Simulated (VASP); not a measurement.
# CoW3 (P4/mmm) in VASP: notebook, part 2 of 2

VASP 6.6.1. The steps go on from the part before.

## Step 3: Single point, PBE (strain +0.050 along x and y, -0.050 along z)

INCAR

```
  PREC = Accurate
  ENCUT = 520
  EDIFF = 1E-6
  ISMEAR = 0
  SIGMA = 0.15
  LREAL = F
  LASPH = T
  NELM = 100
  ALGO = Fast
  ISIF = 2
  LWAVE = F
  LCHARG = F
  GGA = PE
  NBANDS = 34
```

KPOINTS

```
regular mesh
0
Gamma
  12 12 12
```

POSCAR

```
CoW3
1.0
    4.0941677610      0.0000000000      0.0000000000
    0.0000000000      4.0941677610      0.0000000000
    0.0000000000      0.0000000000      3.7042470218
Co W
1 3
Direct
    0.0000000000      0.0000000000      0.0000000000
    0.0000000000      0.5000000000      0.5000000000
    0.5000000000      0.0000000000      0.5000000000
    0.5000000000      0.5000000000      0.0000000000
```

Potentials or basis: VASP PAW PBE potentials, release 64 (Co, W_sv).

Launch:

```
> cat potpaw_PBE.64/Co/POTCAR potpaw_PBE.64/W_sv/POTCAR > POTCAR
> mpirun -np 1 vasp_std > vasp.out
```

OUTCAR:

```text
PREC = Accurate
   ENCUT = 520
   EDIFF = 1E-6
   ISMEAR = 0
   LREAL = F
   LASPH = T
   NELM = 100
   ISIF = 2
   GGA = PE

 ion  position               nearest neighbor table
   1  0.000  0.000  0.000-   2 2.76   3 2.76   2 2.76   3 2.76   2 2.76   2 2.76   3 2.76   3 2.76
                             4 2.90   4 2.90   4 2.90   4 2.90
   2  0.000  0.500  0.500-   1 2.76   4 2.76   1 2.76   4 2.76   1 2.76   1 2.76   4 2.76   4 2.76
                             3 2.90   3 2.90   3 2.90   3 2.90
   3  0.500  0.000  0.500-   1 2.76   4 2.76   1 2.76   4 2.76   4 2.76   4 2.76   1 2.76   1 2.76
                             2 2.90   2 2.90   2 2.90   2 2.90
   4  0.500  0.500  0.000-   2 2.76   3 2.76   2 2.76   3 2.76   3 2.76   3 2.76   2 2.76   2 2.76
                             1 2.90   1 2.90   1 2.90   1 2.90

  LATTYP: Found a simple tetragonal cell.
 ALAT       =     4.0941677610
 C/A-ratio  =     0.9047619047

  Lattice vectors:

 A1 = (   4.0941677610,   0.0000000000,   0.0000000000)
 A2 = (   0.0000000000,   4.0941677610,   0.0000000000)
 A3 = (   0.0000000000,   0.0000000000,   3.7042470218)

Analysis of symmetry for initial positions (statically):
=====================================================================
 Subroutine PRICEL returns:
 Original cell was already a primitive cell.

 Routine SETGRP: Setting up the symmetry group for a
 simple tetragonal supercell.

 Subroutine GETGRP returns: Found 16 space group operations
 (whereof 16 operations were pure point group operations)
 out of a pool of 16 trial point group operations.

The static configuration has the point symmetry D_4h.

Analysis of symmetry for dynamics (positions and initial velocities):
=====================================================================
 Subroutine PRICEL returns:
 Original cell was already a primitive cell.

 Routine SETGRP: Setting up the symmetry group for a
 simple tetragonal supercell.

 Subroutine GETGRP returns: Found 16 space group operations
 (whereof 16 operations were pure point group operations)
 out of a pool of 16 trial point group operations.

The dynamic configuration has the point symmetry D_4h.

 Subroutine INISYM returns: Found 16 space group operations
 (whereof 16 operations are pure point group operations),
 and found     1 'primitive' translations

----------------------------------------------------------------------------------------

                                     Primitive cell

  volume of cell :      62.0914

  direct lattice vectors                    reciprocal lattice vectors
     4.094167761  0.000000000  0.000000000     0.244249884  0.000000000  0.000000000
     0.000000000  4.094167761  0.000000000     0.000000000  0.244249884  0.000000000
     0.000000000  0.000000000  3.704247022     0.000000000  0.000000000  0.269960398

  length of vectors
     4.094167761  4.094167761  3.704247022     0.244249884  0.244249884  0.269960398

  position of ions in fractional coordinates (direct lattice)
     0.000000000  0.000000000  0.000000000
     0.000000000  0.500000000  0.500000000
     0.500000000  0.000000000  0.500000000
     0.500000000  0.500000000  0.000000000

  ion indices of the primitive-cell ions
   primitive index   ion index
[... 28 lines left out ...]

 Found    196 irreducible k-points:

 Following reciprocal coordinates:
            Coordinates               Weight
  0.000000  0.000000  0.000000      1.000000
  0.083333  0.000000  0.000000      4.000000
  0.166667  0.000000  0.000000      4.000000
  0.250000  0.000000  0.000000      4.000000
  0.333333  0.000000  0.000000      4.000000
  0.416667  0.000000  0.000000      4.000000
[... 16 lines left out ...]
  0.333333  0.333333  0.000000      4.000000
  0.416667  0.333333  0.000000      8.000000
 [... further k-points ...]
   k-points           NKPTS =    196   k-points in BZ     NKDIM =    196   number of bands    NBANDS=     34
   number of dos      NEDOS =    301   number of ions     NIONS =      4
   total plane-waves  NPLWV =  25200
   dimension x,y,z NGX =    30 NGY =   30 NGZ =   28
   dimension x,y,z NGXF=    60 NGYF=   60 NGZF=   56
   ions per type =               1   3
   NGX,Y,Z   is equivalent  to a cutoff of  12.18, 12.18, 12.57 a.u.
   NGXF,Y,Z  is equivalent  to a cutoff of  24.36, 24.36, 25.13 a.u.
 SYSTEM =  unknown system
   PREC   = accura    normal or accurate (medium, high low for compatibility)
   ISTART =      0    job   : 0-new  1-cont  2-samecut
   ICHARG =      2    charge: 1-file 2-atom 10-const
   ISPIN  =      1    spin polarized calculation?
   LNONCOLLINEAR =      F non collinear calculations
   LSORBIT =      F    spin-orbit coupling
   LASPH  =      T    aspherical Exc in radial PAW
   ENCUT  =  520.0 eV  38.22 Ry    6.18 a.u.   7.61  7.61  6.89*2*pi/ulx,y,z
   NELM   =    100;   NELMIN=  2; NELMDL= -5     # of ELM steps
   EDIFF  = 0.1E-05   stopping-criterion for ELM
   LREAL  =      F    real-space projection
   EDIFFG = 0.1E-04   stopping-criterion for IOM
   NSW    =      0    number of steps for IOM
   IBRION =     -1    ionic relax: 0-MD 1-quasi-New 2-CG
   NFREE  =      0    steps in history (QN), initial steepest desc. (CG)
   ISIF   =      2    stress and relaxation
   ISYM   =      2    0-nonsym 1-usesym 2-fastsym
   POTIM  = 0.5000    time-step for ionic-motion
   TEBEG  =    0.0;   TEEND  =   0.0 temperature during run
   PSTRESS=    0.0 pullay stress
   NELECT =      51.0000    total number of electrons
   NUPDOWN=      -1.0000    fix difference up-down
   EMIN   =  10.00;   EMAX   =-10.00  energy-range for DOS
   EFERMI =   0.00;   METHOD = LEGACY
   ISMEAR =     0;   SIGMA  =   0.15  broadening in eV -4-tet -1-fermi 0-gaus
   EFERMI_NEDOS =   21; number of points for ismear=-14 and -15
   IALGO  =     68    algorithm
   IMIX   =      4    mixing-type and parameters
     AMIX     =   0.40;   BMIX     =  1.00
     AMIX_MAG =   1.60;   BMIX_MAG =  1.00
  volume/ion in A,a.u.               =      15.52       104.75
  Fermi-wavevector in a.u.,A,eV,Ry     =   1.533161  2.897255 31.981627  2.350583
  Thomas-Fermi vector in A             =   2.640267
   LORBIT       =      0    0 simple, 1 ext, 2 COOP (PROOUT), +10 PAW based schemes
   GGA     = PE    functional components
   LHFCALC =     F    Hartree Fock is set to
   AEXX    =    0.0000 exact exchange contribution
   IVDW    =     0    specifies the selected vdW correction
   LEPSILON=     F    determine dielectric tensor
   LRPA    =     F    only Hartree local field effects (RPA)
 non-spin polarized calculation
 RMM-DIIS sequential band-by-band and
 Gauss-broadening in eV      SIGMA  =   0.15
  energy-cutoff  :      520.00
  volume of cell :       62.09
 maximum number of plane-waves:      1691
   NGX = 15   NGY = 15   NGZ = 13

 number of electron      51.0000008 magnetization

 Free energy of the ion-electron system (eV)
  ---------------------------------------------------
  ext. energy  EPLUGINS =         0.00000000
  ---------------------------------------------------
  free energy    TOTEN  =       -44.77154080 eV

  energy without entropy =      -44.71045826  energy(sigma->0) =      -44.74099953

 E-fermi :   9.9779     XC(G=0): -13.2394

 val. band max:        9.9730265110   @ k =   0.1667   0.0000   0.5000
 cond. band min:       9.9783546375   @ k =   0.0000   0.0000   0.0833
 fundamental gap:      0.0053281265
 Fermi energy:         9.9778951452

 k-point     1 :       0.0000    0.0000    0.0000
  band No.  band energies     occupation
      1     -63.9061      2.00000
      2     -63.8231      2.00000
      3     -63.6577      2.00000
      4     -28.4864      2.00000
      5     -28.4864      2.00000
      6     -28.4480      2.00000
[... 877 lines left out ...]
     33      13.1055      0.00000
     34      13.6486      0.00000

 [... further k-points ...]

------------------------ aborting loop because EDIFF is reached ----------------------------------------

  FORCE on cell =-STRESS in cart. coord.  units (eV):
  Direction    XX          YY          ZZ          XY          YZ          ZX
  --------------------------------------------------------------------------------------
  -------------------------------------------------------------------------------------
  Total       -4.1065352     -4.1065352     -4.6456938      0.0000000      0.0000000      0.0000000
  in kB     -105.9631660   -105.9631660   -119.8753682      0.0000000      0.0000000      0.0000000
  external PRESSURE =    -110.6005667 kB  Pullay stress =       0.0000000 kB

 VOLUME and BASIS-vectors are now :
 -----------------------------------------------------------------------------
  energy-cutoff  :      520.00
  volume of cell :       62.09
      direct lattice vectors                 reciprocal lattice vectors
     4.094167761  0.000000000  0.000000000     0.244249884  0.000000000  0.000000000
     0.000000000  4.094167761  0.000000000     0.000000000  0.244249884  0.000000000
     0.000000000  0.000000000  3.704247022     0.000000000  0.000000000  0.269960398

 POSITION                                       TOTAL-FORCE (eV/Angst)
 -----------------------------------------------------------------------------------
      0.00000      0.00000      0.00000         0.000000      0.000000      0.000000
      0.00000      2.04708      1.85212         0.000000      0.000000      0.000000
      2.04708      0.00000      1.85212         0.000000      0.000000      0.000000
      2.04708      2.04708      0.00000         0.000000      0.000000      0.000000
 -----------------------------------------------------------------------------------
    total drift:                                0.000000      0.000000     -0.000000

  FREE ENERGIE OF THE ION-ELECTRON SYSTEM (eV)
  ---------------------------------------------------
  free  energy   TOTEN  =       -44.7715407992 eV

  energy  without entropy=      -44.7104582606  energy(sigma->0) =      -44.74099953
```

stdout:

```text
POSCAR found type information on POSCAR CoW
 POSCAR found :  2 types and       4 ions
 scaLAPACK will be used
 LDA part: xc-table for (Slater+PW92), standard interpolation
 POSCAR, INCAR and KPOINTS ok, starting setup
 FFT: planning ... GRIDC
 FFT: planning ... GRID_SOFT
 FFT: planning ... GRID
 WAVECAR not read
 entering main loop
WARNING in EDDRMM: call to ZHEGV failed, returncode =   8  4     33
```

It took 3.6 min on 1 thread of Intel Xeon 6975P-C (Granite Rapids), shared host; peak memory 0.42 GiB.

What came out:

- Free energy: -44.7715 eV
- Pressure: -11.1 GPa
- Band gap on the k mesh: zero (an odd number of electrons rules out a gap without spin polarisation)

Stress tensor (GPa, compression positive):
```
-10.60   0.00   0.00
  0.00 -10.60   0.00
  0.00   0.00 -11.99
```

Levels at points of the mesh, in eV from the Fermi level:
| k point | band 21 | band 22 | band 23 | band 24 | band 25 | band 26 | band 27 | band 28 | band 29 | band 30 |
| --- | --- | --- | --- | --- | --- | --- | --- | --- | --- | --- |
| (0.00, 0.00, 0.00) | -1.26 | -0.53 | -0.02 | 0.51 | 2.16 | 2.16 | 2.59 | 2.68 | 2.68 | 3.24 |
| (0.50, 0.00, 0.00) | -1.80 | -1.64 | -1.13 | -0.43 | 0.28 | 0.28 | 0.30 | 0.86 | 1.48 | 1.72 |
| (0.50, 0.50, 0.00) | -1.72 | -1.63 | -1.63 | -1.58 | -0.96 | 0.42 | 0.42 | 0.62 | 0.62 | 0.67 |
| (0.00, 0.00, 0.50) | -1.91 | -1.91 | -0.73 | -0.11 | -0.11 | 0.63 | 0.92 | 1.17 | 1.17 | 1.30 |
| (0.50, 0.00, 0.50) | -2.02 | -1.90 | -1.89 | -1.68 | -0.81 | 0.46 | 0.54 | 1.23 | 1.23 | 1.27 |
| (0.50, 0.50, 0.50) | -1.02 | -0.69 | -0.17 | -0.17 | 0.31 | 0.38 | 0.38 | 0.89 | 1.96 | 2.50 |

Caveat: the cell differs from its parent crystal (strain +0.050 along x and y, -0.050 along z); the cell stands under tension; spin-orbit coupling is left out, which moves the levels of the heavy elements; the run has no spin polarisation, though such a crystal can be magnetic.
